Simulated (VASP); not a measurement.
Input of a VASP 6.6.1 run:

The input INCAR:

```
ALGO     = Normal         # electronic algorithm
EDIFF    = 1E-7           # SCF threshold, eV
ENCUT    = 520            # plane-wave cutoff, eV
GGA      = PE             # functional
ISIF     = 2              # what is computed and relaxed
ISMEAR   = 0              # smearing method
LASPH    = True           # aspherical terms in the spheres
LCHARG   = False          # write CHGCAR
LREAL    = False          # projectors in reciprocal space
LWAVE    = False          # write WAVECAR
NBANDS   = 36             # bands
NELM     = 60             # most SCF steps
PREC     = Accurate       # precision mode
SIGMA    = 0.05           # smearing width, eV
```

The input KPOINTS:

```
k-points
0
Gamma
  10 10 2
```

POSCAR

```
SiC
1.0
    2.1898640950     -2.1898640950      0.0000000000
    2.1898640950      0.0000000000     -2.1898640950
    9.4164156084      8.1024971514      8.7594563799
Si C
6 6
Direct
    0.8812600000      0.0000000000      0.3958000000
    0.2645933333      0.3333333333      0.2291333333
    0.4979266667      0.6666666667      0.5624666667
    0.7312600000      1.0000000000      0.8958000000
    0.1145933333      0.3333333333      0.7291333333
    0.6479266667      0.6666666667      0.0624666667
    0.5354266667      0.6666666667      0.4374666667
   -0.0812400000      0.0000000000      0.2708000000
    0.1520933333      0.3333333333      0.6041333333
    0.3854266667      0.6666666667      0.9374666667
   -0.2312400000      0.0000000000      0.7708000000
    0.3020933333      0.3333333333      0.1041333333
```

Potentials or basis: VASP PAW PBE potentials, release 64 (Si, C).

Run with:

```sh
$ cat potpaw_PBE.64/Si/POTCAR potpaw_PBE.64/C/POTCAR > POTCAR
$ mpirun -np 1 vasp_std > vasp.out
```

Q: What does it give for the largest force?

A: 1.902 eV/Å.

Q: Predict the pressure.

A: -0.8 GPa.

Stress tensor (GPa, compression positive):
```
-7.30  1.39 -2.53
 1.39  2.17  4.40
-2.53  4.40  2.77
```

Caveat: forces of over 1 eV/Å act on the atoms, so gaps and moduli don't describe the material at rest.
